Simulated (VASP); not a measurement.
Set up this calculation in VASP 6.6.1, as the native input.

| Property | Result |
| --- | --- |
| Task | relaxation of cell and atoms |
| Functional | PBE |
| Potentials or basis | VASP PAW PBE potentials, release 64 (Mo_sv, N) |
| Cutoff | 600 eV |
| k mesh | 6 × 6 × 10 |
| Occupations | fermi-dirac, width 0.05 eV |
| Spin | no spin polarisation |
| Dipole correction | no |
| Further INCAR settings | ALGO = Normal; EDIFF = 1e-07; IBRION = 2; EDIFFG = -0.01; NSW = 60; ISIF = 3 |

The structure of MoN2 lies in POSCAR:

```
MoN2
1.0
    4.3480530000      0.0000000000      0.0000000000
    0.0000000000      4.3480530000      0.0000000000
    0.0000000000      0.0000000000      2.7674600000
Mo N
2 4
Direct
    0.0000000000      0.0000000000      0.0000000000
    0.5000000000      0.5000000000      0.0000000000
    0.6116470000      0.8883530000      0.5000000000
    0.3883530000      0.1116470000      0.5000000000
    0.1116470000      0.6116470000      0.5000000000
    0.8883530000      0.3883530000      0.5000000000
```

One way to write it, as run:

INCAR

```
ALGO = Normal
EDIFF = 1E-7
EDIFFG = -0.01
ENCUT = 600
GGA = PE
IBRION = 2
ISIF = 3
ISMEAR = -1
LASPH = True
LCHARG = False
LREAL = False
LWAVE = False
NELM = 80
NSW = 60
PREC = Accurate
SIGMA = 0.05
```

KPOINTS

```
k-points
0
Gamma
  6 6 10
```

Potentials or basis: VASP PAW PBE potentials, release 64 (Mo_sv, N).

Run with:

```sh
$ cat potpaw_PBE.64/Mo_sv/POTCAR potpaw_PBE.64/N/POTCAR > POTCAR
$ mpirun -np 1 vasp_std > vasp.out
```

Results of the run:

```yaml
Relaxed_volume: 8.62 Å³/atom
Relaxed_cell: a = 4.334 Å, b = 4.334 Å, c = 2.753 Å, α = 90.00°, β = 90.00°, γ = 90.00°
Space_group_after_relaxing_to_0.05_Å: P4/mbm (No. 127)
Energy_gained_by_relaxing: 1.5 meV/atom
Ionic_steps: 5
Pressure_after_relaxing: 0.0 GPa
Band_gap_on_the_k_mesh: zero (band 24 reaches 13.76 eV, above the bottom of band 25 at 11.73 eV)
```

Wall time 4.6 min on 1 thread of Intel(R) Xeon(R) Platinum 8375C CPU @ 2.90GHz (Ice Lake), with other jobs on the host, peak memory 0.24 GiB.
